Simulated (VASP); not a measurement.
Wanted: the native input for a VASP 6.6.1 run.

| Item | Value |
| --- | --- |
| Task | single point |
| Functional | PBEsol |
| Potentials or basis | VASP PAW PBE potentials, release 64 (Zn, Ir, O) |
| Cutoff | 520 eV |
| k mesh | 8 × 8 × 8 |
| Occupations | gaussian, width 0.02 eV |
| Spin | no spin polarisation |
| Dipole correction | no |
| Further INCAR settings | ALGO = Normal; EDIFF = 1e-06; NBANDS = 67 |

The structure of ZnIr2O4 lies in POSCAR:

```
ZnIr2O4
1.0
    0.0000000000      4.3056975748      4.3056975748
    4.3056975748      0.0000000000      4.3056975748
    4.3056975748      4.3056975748      0.0000000000
Zn Ir O
2 4 8
Direct
    0.7500000000      0.7500000000      0.7500000000
    0.5000000000      0.5000000000      0.5000000000
    0.1250000000      0.1250000000      0.6250000000
    0.1250000000      0.6250000000      0.1250000000
    0.6250000000      0.1250000000      0.1250000000
    0.1250000000      0.1250000000      0.1250000000
    0.3637798055      0.3637798055      0.9086605835
    0.3637798055      0.9086605835      0.3637798055
    0.9086605835      0.3637798055      0.3637798055
    0.3637798055      0.3637798055      0.3637798055
    0.8862201945      0.8862201945      0.3413394165
    0.8862201945      0.3413394165      0.8862201945
    0.3413394165      0.8862201945      0.8862201945
    0.8862201945      0.8862201945      0.8862201945
```

These files were run (other wordings do the same):

INCAR

```
SYSTEM = ZnIr2O4
PREC = Accurate
ENCUT = 520
EDIFF = 1E-6
ISMEAR = 0
SIGMA = 0.02
LREAL = .False.
LASPH = .True.
NELM = 100
ALGO = Normal
ISIF = 2
LWAVE = .False.
LCHARG = .False.
GGA = PS
NBANDS = 67
```

KPOINTS

```
Automatic mesh
0
Gamma
  8 8 8
  0 0 0
```

Potentials or basis: VASP PAW PBE potentials, release 64 (Zn, Ir, O).

Launch:

```bash
$ cat potpaw_PBE.64/Zn/POTCAR potpaw_PBE.64/Ir/POTCAR potpaw_PBE.64/O/POTCAR > POTCAR
$ mpirun -np 1 vasp_std > vasp.out
```

Results of the run:

| Item | Value |
| --- | --- |
| Pressure | 1.9 GPa |
| Largest force | 0.119 eV/Å |
| Band gap on the k mesh | 0.50 eV (least direct gap 0.59 eV) |

Caveat: the PAW data sets were made with another functional, which shifts forces and pressure a little; spin-orbit coupling is left out, which moves the levels of the heavy elements.

It took 7.3 min on 1 thread of AMD EPYC 7R43 64-Core Processor (Zen 3), on a shared host, peak memory 0.43 GiB.
